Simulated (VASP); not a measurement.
Here is a VASP 6.6.1 calculation.

The input INCAR:

```
ALGO     = Normal         # electronic algorithm
EDIFF    = 1E-6           # SCF threshold, eV
ENCUT    = 520            # plane-wave cutoff, eV
GGA      = PE             # functional
ISIF     = 2              # what is computed and relaxed
ISMEAR   = -1             # smearing method
LASPH    = T              # aspherical terms in the spheres
LCHARG   = T              # write CHGCAR
LELF     = T              # ELF
LREAL    = F              # projectors in reciprocal space
LVHAR    = T            
LWAVE    = F              # write WAVECAR
NBANDS   = 18             # bands
NELM     = 100            # most SCF steps
PREC     = Accurate       # precision mode
SIGMA    = 0.05           # smearing width, eV
```

File KPOINTS:

```
k-points
0
Gamma
  11 11 11
```

The input POSCAR:

```
CuAu
1.0
    1.4235536889      0.8218891055      4.1986478884
   -1.4235536889      0.8218891055      4.1986478884
    0.0000000000     -1.6437782110      4.1986478884
Au Cu
1 1
Direct
    0.0000000000      0.0000000000      0.0000000000
    0.5000000000      0.5000000000      0.5000000000
```

Potentials or basis: VASP PAW PBE potentials, release 64 (Au, Cu).

The run is started by

```bash
$ cat potpaw_PBE.64/Au/POTCAR potpaw_PBE.64/Cu/POTCAR > POTCAR
$ mpirun -np 1 vasp_std > vasp.out
```

**Question.** Estimate the pressure.

**Answer.** 5.7 GPa.

**Question.** Predict the band gap on the k mesh.

**Answer.** Zero (band 11 reaches 10.70 eV, above the bottom of band 12 at 6.40 eV).

Stress tensor (GPa, compression positive):
```
4.75 0.00 0.00
0.00 4.75 0.00
0.00 0.00 7.57
```

Caveat: spin-orbit coupling is left out, which moves the levels of the heavy elements.
